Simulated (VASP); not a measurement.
A run of VASP 6.6.1 is set up as follows.

INCAR

```
SYSTEM = Si
PREC = Accurate
ENCUT = 520
EDIFF = 1E-7
ISMEAR = 0
SIGMA = 0.05
LREAL = .False.
LASPH = .True.
NELM = 80
ALGO = Normal
ISIF = 2
LWAVE = .False.
LCHARG = .True.
GGA = PE
LELF = .True.
LVHAR = .True.
NBANDS = 11
```

Contents of KPOINTS:

```
regular mesh
0
Gamma
  8 8 8
  0 0 0
```

The input POSCAR:

```
Si
1.0
    0.0000000000      2.8135090518      2.8784624807
    2.5126721179      0.0000000000      2.8784624807
    2.5126721179      2.8135090518      0.0000000000
Si
2
Direct
    0.5000000000      0.5000000000      0.5000000000
    0.7500000000      0.7500000000      0.7500000000
```

Potentials or basis: VASP PAW PBE potentials, release 64 (Si).

Launch:

```bash
$ cat potpaw_PBE.64/Si/POTCAR > POTCAR
$ mpirun -np 1 vasp_std > vasp.out
```

Problem. Predict the band gap on the k mesh.

Solution. Zero (band 4 reaches 6.20 eV, above the bottom of band 5 at 5.59 eV).

Problem. Estimate the pressure.

Solution. -0.2 GPa.

Stress tensor (GPa, compression positive):
```
 5.99  0.00  0.00
 0.00 -1.68  0.00
 0.00  0.00 -4.76
```

Caveat: the cell differs from its parent crystal (strain +e along x and -e along y -0.0550, strain +e along z and -e/2 along x and y +0.0525).
